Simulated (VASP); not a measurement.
A run of VASP 6.6.1:

The input INCAR:

```
SYSTEM = Si4Ge
ALGO = Normal
EDIFF = 1E-6
ENCUT = 520
GGA = PS
ISIF = 2
ISMEAR = 0
LASPH = .True.
LCHARG = .False.
LREAL = .False.
LWAVE = .False.
NBANDS = 41
NELM = 60
PREC = Accurate
SIGMA = 0.02
```

Contents of KPOINTS:

```
k-points
0
Gamma
  6 6 6
  0 0 0
```

File POSCAR:

```
Si4Ge
1.0
   -4.3638782353      4.3638782353      2.7601142906
    4.3638782353     -4.3638782353      2.7601142906
    4.3638782353      4.3638782353     -2.7601142906
Si Ge
8 2
Direct
    0.3930972474      0.1965664301      0.6002657873
    0.5428314601      0.6430972474      0.6965308173
    0.3569027526      0.0534335699      0.8997342127
    0.9465664301      0.8463006428      0.3034691827
    0.2071685399      0.6069027526      0.8034691827
    0.1536993572      0.4571685399      0.1002657873
    0.8034335699      0.4036993572      0.1965308173
    0.5963006428      0.7928314601      0.3997342127
    0.0000000000      0.0000000000      0.0000000000
    0.7500000000      0.2500000000      0.5000000000
```

Potentials or basis: VASP PAW PBE potentials, release 64 (Si, Ge_d).

Launch:

```bash
$ cat potpaw_PBE.64/Si/POTCAR potpaw_PBE.64/Ge_d/POTCAR > POTCAR
$ mpirun -np 1 vasp_std > vasp.out
```

Hardware: 1 thread of Intel(R) Xeon(R) 6975P-C (Granite Rapids) (shared host).

Q: Estimate the wall time of this run.

A: Run time: 2.6 min on 1 thread of Intel(R) Xeon(R) 6975P-C (Granite Rapids), on a shared host, peak memory 0.46 GiB. Counts: scf iterations 12, k points 36.
